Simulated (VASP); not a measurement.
Input of a VASP 6.6.1 run:

The input INCAR:

```
SYSTEM = SnSe2
ALGO = Normal ; EDIFF = 1E-6
EDIFFG = -0.01 ; ENCUT = 600
GGA = PS ; IBRION = 2
ISIF = 3 ; ISMEAR = 0
LASPH = .True. ; LCHARG = .False.
LREAL = .False. ; LWAVE = .False.
NELM = 80 ; NSW = 80
PREC = Accurate ; PSTRESS = 100.0
SIGMA = 0.01
```

KPOINTS

```
k-points
0
Gamma
  7 7 4
  0 0 0
```

File POSCAR:

```
SnSe2
1.0
    3.8200000000      0.0000000000      0.0000000000
   -1.9100000000      3.3082170425      0.0000000000
    0.0000000000      0.0000000000      6.1120000000
Sn Se
1 2
Direct
    0.0000000000      0.0000000000      0.0000000000
    0.3333333333      0.6666666667      0.2500000000
    0.6666666667      0.3333333333      0.7500000000
```

Potentials or basis: VASP PAW PBE potentials, release 64 (Sn_d, Se).

The run is started by

```bash
$ cat potpaw_PBE.64/Sn_d/POTCAR potpaw_PBE.64/Se/POTCAR > POTCAR
$ mpirun -np 1 vasp_std > vasp.out
```

(1) What does it give for the relaxed cell?

(2) What does it give for the space group after relaxing (to 0.05 Å)?

Results:

(1) a = 3.727 Å, b = 3.727 Å, c = 5.320 Å, α = 90.00°, β = 90.00°, γ = 120.00°.

(2) P-3m1 (No. 164).
